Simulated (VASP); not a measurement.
# MgO (Fm-3m) in VASP: single point with HSE06

Aim: the single point of MgO with HSE06.

Program: VASP 6.6.1. These are calculated values, not measurements. Logs are shortened: lines on timing, memory, paths and dates and some standing lists are left out, and cuts for length are marked.

### Step 1. The cell of the first run

It takes space group Fm-3m (No. 225, cubic). Conventional cell: a = 4.253 Å, b = 4.253 Å, c = 4.253 Å, α = 90.00°, β = 90.00°, γ = 90.00°. Mg (site symmetry m-3m) has 6 O at 2.13 Å within 2.8 Å. O (site symmetry m-3m) has 6 Mg at 2.13 Å within 2.8 Å.

### Step 2. Single point, HSE06

Input file POSCAR:

```
MgO
1.0
    0.0000000000      2.1267339561      2.1267339561
    2.1267339561      0.0000000000      2.1267339561
    2.1267339561      2.1267339561      0.0000000000
Mg O
1 1
Direct
    0.5000000000      0.5000000000      0.5000000000
    0.0000000000      0.0000000000      0.0000000000
```

Input file INCAR.step1:

```
ALGO = Normal ; EDIFF = 1E-5
ENCUT = 520 ; GGA = PE
ISIF = 2 ; ISMEAR = 0
LASPH = True ; LCHARG = False
LREAL = False ; LWAVE = True
NBANDS = 11 ; NELM = 100
PREC = Accurate ; SIGMA = 0.02
```

Input file INCAR.step2:

```
ALGO = Normal ; EDIFF = 1E-6
ENCUT = 520 ; GGA = PE
HFSCREEN = 0.2079 ; ISIF = 2
ISMEAR = 0 ; ISTART = 1
LASPH = True ; LCHARG = False
LHFCALC = True ; LREAL = False
LWAVE = False ; NBANDS = 11
NELM = 100 ; PREC = Accurate
PRECFOCK = Normal ; SIGMA = 0.02
```

Input file KPOINTS:

```
k-points
0
Gamma
  8 8 8
```

Potentials or basis: VASP PAW PBE potentials, release 64 (Mg, O).

Started as:

```
> cat potpaw_PBE.64/Mg/POTCAR potpaw_PBE.64/O/POTCAR > POTCAR
> cp INCAR.step1 INCAR
> mpirun -np 1 vasp_std > vasp.out
> cp INCAR.step2 INCAR
> mpirun -np 1 vasp_std > vasp.out
```

OUTCAR:

```text
EDIFF = 1E-6
   ENCUT = 520
   GGA = PE
   HFSCREEN = 0.2079
   ISIF = 2
   ISMEAR = 0
   ISTART = 1
   LASPH = True
   LHFCALC = True
   LREAL = False
   NELM = 100
   PREC = Accurate
   PRECFOCK = Normal

 ion  position               nearest neighbor table
   1  0.500  0.500  0.500-   2 2.13   2 2.13   2 2.13   2 2.13   2 2.13   2 2.13
   2  0.000  0.000  0.000-   1 2.13   1 2.13   1 2.13   1 2.13   1 2.13   1 2.13

  LATTYP: Found a face centered cubic cell.
 ALAT       =     4.2534679122

  Lattice vectors:

 A1 = (   0.0000000000,   2.1267339561,   2.1267339561)
 A2 = (   2.1267339561,   0.0000000000,   2.1267339561)
 A3 = (   2.1267339561,   2.1267339561,   0.0000000000)

Analysis of symmetry for initial positions (statically):
=====================================================================
 Subroutine PRICEL returns:
 Original cell was already a primitive cell.

 Routine SETGRP: Setting up the symmetry group for a
 face centered cubic supercell.

 Subroutine GETGRP returns: Found 48 space group operations
 (whereof 48 operations were pure point group operations)
 out of a pool of 48 trial point group operations.

The static configuration has the point symmetry O_h .

Analysis of symmetry for dynamics (positions and initial velocities):
=====================================================================
 Subroutine PRICEL returns:
 Original cell was already a primitive cell.

 Routine SETGRP: Setting up the symmetry group for a
 face centered cubic supercell.

 Subroutine GETGRP returns: Found 48 space group operations
 (whereof 48 operations were pure point group operations)
 out of a pool of 48 trial point group operations.

The dynamic configuration has the point symmetry O_h .

 Subroutine INISYM returns: Found 48 space group operations
 (whereof 48 operations are pure point group operations),
 and found     1 'primitive' translations

----------------------------------------------------------------------------------------

                                     Primitive cell

  volume of cell :      19.2384

  direct lattice vectors                    reciprocal lattice vectors
     0.000000000  2.126733956  2.126733956    -0.235102279  0.235102279  0.235102279
     2.126733956  0.000000000  2.126733956     0.235102279 -0.235102279  0.235102279
     2.126733956  2.126733956  0.000000000     0.235102279  0.235102279 -0.235102279

  length of vectors
     3.007656004  3.007656004  3.007656004     0.407209092  0.407209092  0.407209092

  position of ions in fractional coordinates (direct lattice)
     0.500000000  0.500000000  0.500000000
[... 98 lines left out ...]
     AMIX_MAG =   1.60;   BMIX_MAG =  1.00
  volume/ion in A,a.u.               =       9.62        64.91
  Fermi-wavevector in a.u.,A,eV,Ry     =   1.221936  2.309124 20.315222  1.493127
  Thomas-Fermi vector in A             =   2.357100
   LORBIT       =      0    0 simple, 1 ext, 2 COOP (PROOUT), +10 PAW based schemes
   GGA     = PE    functional components
   LHFCALC =     T    Hartree Fock is set to
   PRECFOCK=normal    Normal, Fast or Accurate (Low or Medium for compatibility)
   ENCUT4O =  -1.0   cutoff for four orbital integrals eV
   NKREDX  =     1    reduce k-point grid by
   NKREDY  =     1    reduce k-point grid by
   NKREDZ  =     1    reduce k-point grid by
   AEXX    =    0.2500 exact exchange contribution
   HFSCREEN=    0.2079 screening length (either q_TF or 0.3 A-1)
   HFSCREENC=   0.2079 screening length for correlation (either q_TF or 0.3 A-1)
   ENCUTFOCK=  -1.0 apply spherical cutoff to Coloumb kernel
   IVDW    =     0    specifies the selected vdW correction
   LEPSILON=     F    determine dielectric tensor
   LRPA    =     F    only Hartree local field effects (RPA)
 non-spin polarized calculation
 Gauss-broadening in eV      SIGMA  =   0.02
  energy-cutoff  :      520.00
  volume of cell :       19.24
 maximum number of plane-waves:       534
 NGX is ok and might be reduce to    24
  NGX = 18; NGY = 18; NGZ = 18

 number of electron       8.0000004 magnetization

 Free energy of the ion-electron system (eV)
  ---------------------------------------------------
  ext. energy  EPLUGINS =         0.00000000
  ---------------------------------------------------
  free energy    TOTEN  =       -14.19687866 eV

  energy without entropy =      -14.19687866  energy(sigma->0) =      -14.19687866

 E-fermi :   1.9699     XC(G=0):  -8.9888

 val. band max:        1.7368285305   @ k =   0.0000   0.0000   0.0000
 cond. band min:       7.8662823318   @ k =   0.0000   0.0000   0.0000
 fundamental gap:      6.1294538013
 Fermi energy:         1.9699428902

 k-point     1 :       0.0000    0.0000    0.0000
  band No.  band energies     occupation
      1     -16.9363      2.00000
      2       1.7368      2.00000
      3       1.7368      2.00000
      4       1.7368      2.00000
      5       7.8663      0.00000
      6      19.3005      0.00000
      7      19.3005      0.00000
      8      19.3005      0.00000
      9      23.1471      0.00000
     10      25.0503      0.00000
     11      25.0503      0.00000
[... 309 lines left out ...]
 k-point    24 :      -0.3750    0.2500    0.1250
  band No.  band energies     occupation
      1     -15.5140      2.00000
      2      -2.4155      2.00000
      3      -0.2638      2.00000
      4       0.7067      2.00000
      5      13.0577      0.00000
      6      15.7817      0.00000
      7      16.8818      0.00000
      8      20.3863      0.00000
      9      24.0427      0.00000
     10      25.6661      0.00000
     11      29.6255      0.00000

 [... further k-points ...]

------------------------ aborting loop because EDIFF is reached ----------------------------------------

  FORCE on cell =-STRESS in cart. coord.  units (eV):
  Direction    XX          YY          ZZ          XY          YZ          ZX
  --------------------------------------------------------------------------------------
  -------------------------------------------------------------------------------------
  Total       -0.7303236     -0.7303236     -0.7303236     -0.0000000      0.0000000     -0.0000000
  in kB      -60.8214001    -60.8214001    -60.8214001     -0.0000000      0.0000000     -0.0000000
  external PRESSURE =     -60.8214001 kB  Pullay stress =       0.0000000 kB

 VOLUME and BASIS-vectors are now :
 -----------------------------------------------------------------------------
  energy-cutoff  :      520.00
  volume of cell :       19.24
      direct lattice vectors                 reciprocal lattice vectors
     0.000000000  2.126733956  2.126733956    -0.235102279  0.235102279  0.235102279
     2.126733956  0.000000000  2.126733956     0.235102279 -0.235102279  0.235102279
     2.126733956  2.126733956  0.000000000     0.235102279  0.235102279 -0.235102279

 POSITION                                       TOTAL-FORCE (eV/Angst)
 -----------------------------------------------------------------------------------
      2.12673      2.12673      2.12673        -0.000000      0.000000     -0.000000
      0.00000      0.00000      0.00000         0.000000     -0.000000      0.000000
 -----------------------------------------------------------------------------------
    total drift:                               -0.000149     -0.000243     -0.000250

  FREE ENERGIE OF THE ION-ELECTRON SYSTEM (eV)
  ---------------------------------------------------
  free  energy   TOTEN  =       -14.1968786575 eV

  energy  without entropy=      -14.1968786575  energy(sigma->0) =      -14.19687866
```

It took 54 min on 1 thread of Oxide Virtual Turin-like, shared host; peak memory 0.23 GiB.

What came out:

* Free energy: -14.1969 eV
* Pressure: -6.1 GPa
* Band gap on the k mesh: 6.13 eV, direct

Caveat: the PAW data sets were made with another functional, which shifts forces and pressure a little.
